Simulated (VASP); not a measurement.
Set up this calculation in VASP 6.6.1, as the native input.

```yaml
Task: single point
Functional: PBEsol
Potentials_or_basis: VASP PAW PBE potentials, release 64 (Sn_d, Te)
Cutoff: 520 eV
k_mesh: 5 × 5 × 5
Occupations: gaussian, width 0.01 eV
Spin: no spin polarisation
Dipole_correction: no
Further_INCAR_settings: ALGO = Normal; EDIFF = 1e-06; NBANDS = 17
```

The structure of SnTe lies in POSCAR:

```
SnTe
1.0
    0.0000000000      3.1923133075      3.1923133075
    3.1923133075      0.0000000000      3.1923133075
    3.1923133075      3.1923133075      0.0000000000
Sn Te
1 1
Direct
    0.0000000000      0.0000000000      0.0000000000
    0.5000000000      0.5000000000      0.5000000000
```

One way to write it, as run:

INCAR

```
PREC     = Accurate       # precision mode
ENCUT    = 520            # plane-wave cutoff, eV
EDIFF    = 1E-6           # SCF threshold, eV
ISMEAR   = 0              # smearing method
SIGMA    = 0.01           # smearing width, eV
LREAL    = F              # projectors in reciprocal space
LASPH    = T              # aspherical terms in the spheres
NELM     = 100            # most SCF steps
ALGO     = Normal         # electronic algorithm
ISIF     = 2              # what is computed and relaxed
LWAVE    = F              # write WAVECAR
LCHARG   = T              # write CHGCAR
GGA      = PS             # functional
LELF     = T              # ELF
LVHAR    = T            
NBANDS   = 17             # bands
```

KPOINTS

```
Automatic mesh
0
Gamma
  5 5 5
```

Potentials or basis: VASP PAW PBE potentials, release 64 (Sn_d, Te).

Run with:

```bash
$ cat potpaw_PBE.64/Sn_d/POTCAR potpaw_PBE.64/Te/POTCAR > POTCAR
$ mpirun -np 1 vasp_std > vasp.out
```

It gave:

| Quantity | Value |
| --- | --- |
| Pressure | -2.0 GPa |

Caveat: the PAW data sets were made with another functional, which shifts forces and pressure a little.

Run time: 44 s on 1 thread of AMD EPYC 7R13, with other jobs on the host, peak memory 0.18 GiB.
